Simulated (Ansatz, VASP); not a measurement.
Two plane-wave programs on SnH3

```
Sn H
1.0
     3.33412    0.00000    0.00000
     0.00000    3.33412    0.00000
     0.00000    0.00000    3.33412
Sn H
1 3
Direct
  0.00000 0.00000 0.00000
  0.00000 0.50000 0.50000
  0.50000 0.00000 0.50000
  0.50000 0.50000 0.00000
```

Alike in both runs: functional PBE; k mesh 14 × 14 × 14; occupations gaussian, width 0.1 eV; no spin polarisation.

Ansatz relaxed the structure, and its values are those at the end. VASP's run is a single point on that final structure, the one shown.

|  | VASP | Ansatz |
| --- | --- | --- |
| version | VASP 6.6.1 | Ansatz 0.2.0 |
| potentials or method | VASP PAW PBE potentials, release 64 (Sn_d, H), cutoff 520 eV | scalar-relativistic, plane waves, PAW |
| valence electrons in the cell | 17 | 17 |

VASP gave:

```
gap on the k mesh at the Fermi level (eV) : none
pressure (GPa)                            : -0.2
```

**Question.** Which values does Ansatz return?

**Answer.** gap on the k mesh at the Fermi level (eV): none; pressure (GPa): 0.0.

A gap of «none» marks a metal or a gap that the smearing closes.
